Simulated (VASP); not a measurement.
Write the native input for VASP 6.6.1 that does the following.

- Task: single point
- Functional: PBEsol
- Potentials or basis: VASP PAW PBE potentials, release 64 (Cu)
- Cutoff: 520 eV
- k mesh: 19 × 19 × 19
- Occupations: fermi-dirac, width 0.08 eV
- Spin: no spin polarisation
- Dipole correction: no
- Further INCAR settings: ALGO = Normal; EDIFF = 1e-06; NBANDS = 12

The structure of Cu lies in POSCAR:

```
Cu
1.0
    0.0000000000      1.8075000000      1.8255750000
    1.8075000000      0.0000000000      1.8255750000
    1.8075000000      1.8075000000      0.0000000000
Cu
1
Direct
    0.0000000000      0.0000000000      0.0000000000
```

This cell differs from its parent crystal: zz strain of +1 %.

One way to write it, as run:

INCAR

```
PREC     = Accurate       # precision mode
ENCUT    = 520            # plane-wave cutoff, eV
EDIFF    = 1E-6           # SCF threshold, eV
ISMEAR   = -1             # smearing method
SIGMA    = 0.08           # smearing width, eV
LREAL    = False          # projectors in reciprocal space
LASPH    = True           # aspherical terms in the spheres
NELM     = 60             # most SCF steps
ALGO     = Normal         # electronic algorithm
ISIF     = 2              # what is computed and relaxed
LWAVE    = False          # write WAVECAR
LCHARG   = False          # write CHGCAR
GGA      = PS             # functional
NBANDS   = 12             # bands
```

KPOINTS

```
regular mesh
0
Gamma
  19 19 19
```

Potentials or basis: VASP PAW PBE potentials, release 64 (Cu).

Run with:

```console
$ cat potpaw_PBE.64/Cu/POTCAR > POTCAR
$ mpirun -np 1 vasp_std > vasp.out
```

It gave:

```yaml
Pressure: -7.1 GPa
```

Caveat: the cell differs from its parent crystal (zz strain of +1 %); the PAW data sets were made with another functional, which shifts forces and pressure a little.

It took 27 s on 1 thread of Intel(R) Xeon(R) 6975P-C (Granite Rapids), with other jobs on the host, peak memory 0.18 GiB.
